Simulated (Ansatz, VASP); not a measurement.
This is a calculation of V for VASP 6.6.1.

The input INCAR:

```
PREC = Accurate
ENCUT = 520
EDIFF = 1E-7
ISMEAR = -1
SIGMA = 0.05
LREAL = F
LASPH = T
NELM = 150
ALGO = Normal
ISIF = 2
LWAVE = F
LCHARG = F
ISPIN = 2
MAGMOM = 2
LORBIT = 11
LMAXMIX = 4
GGA = RE
IVDW = 12
NBANDS = 16
```

File KPOINTS:

```
Automatic mesh
0
Gamma
  12 12 12
```

File POSCAR:

```
V
1.0
   -1.4834362237      1.4834362237      1.4834362237
    1.4834362237     -1.4834362237      1.4834362237
    1.4834362237      1.4834362237     -1.4834362237
V
1
Direct
    0.0000000000      0.0000000000      0.0000000000
```

Potentials or basis: VASP PAW PBE potentials, release 64 (V_sv).

Run with:

```sh
$ cat potpaw_PBE.64/V_sv/POTCAR > POTCAR
$ mpirun -np 1 vasp_std > vasp.out
```

Set up the same calculation for Ansatz 0.2.0. Potentials there: Ansatz PAW.

As run (the cutoff follows the program's own potentials):

File input.yaml:

```yaml
crystal:
  lattice:
    - [-1.4834362237, 1.4834362237, 1.4834362237]
    - [1.4834362237, -1.4834362237, 1.4834362237]
    - [1.4834362237, 1.4834362237, -1.4834362237]
  atoms:
    - { symbol: V, position: [0.0, 0.0, 0.0], spin: 2.0 }
hamiltonian:
  xc: revpbe
  pseudopotentials: { kind: paw }
  dispersion: d3bj
magnetization:
  spin_polarized: true
kpoints:
  mp_grid: { grid: [12, 12, 12] }
scf:
  occupations: { method: fermi_dirac, width: 0.05 }
output:
  forces: true
  stress: true
  eigenvalues: true
```

Potentials or basis: Ansatz PAW.

Run with:

```console
$ ansatz run input.yaml --threads 2 --pin off --max-ram 5120MiB --backend cpu --events-out ev --progress --plain --runs-dir out
```

Both were run:

|  | VASP | Ansatz | Ansatz less VASP |
| --- | --- | --- | --- |
| gap on the k mesh at the Fermi level (eV) | none | none | - |
| pressure (GPa) | -7.6 | -7.8 | -0.27 |
| net moment per atom (μB) | 0.00 | 0.00 | 0.000 |

VASP's potentials were made for PBE, not for revPBE. A gap of «none» marks a metal or a gap that the smearing closes.
